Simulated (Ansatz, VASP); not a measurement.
**BAs in VASP and in Ansatz**

```xyz
4
Lattice="3.2550 0.0000 0.0000 -1.6275 2.8189 0.0000 0.0000 0.0000 5.4210" Properties=species:S:1:pos:R:3 pbc="T T T"
B     0.0000    0.0000    0.0000
B     0.0000    0.0000    2.7105
As    0.0000    1.8793    1.3553
As    1.6275    0.9396    4.0658
```

Alike in both runs: task single point; functional PBE; k mesh 12 × 12 × 6; occupations fermi-dirac, width 0.02 eV; no spin polarisation.

|  | VASP | Ansatz |
| --- | --- | --- |
| version | VASP 6.6.1 | Ansatz 0.2.0 |
| potentials or method | VASP PAW PBE potentials, release 64 (B, As) | plane waves, PAW |
| plane-wave cutoff (eV) | 520 | 420 |
| valence electrons in the cell | 16 | 36 |

|  | VASP | Ansatz | Ansatz less VASP |
| --- | --- | --- | --- |
| pressure (GPa) | 1.6 | 1.2 | -0.33 |
| traceless stress, the component that is largest in VASP (GPa) | -0.13 | -0.14 | -0.009 |

VASP's potentials hold 16 valence electrons a cell and Ansatz's 36, so a difference there can come from the potentials and not from the codes.
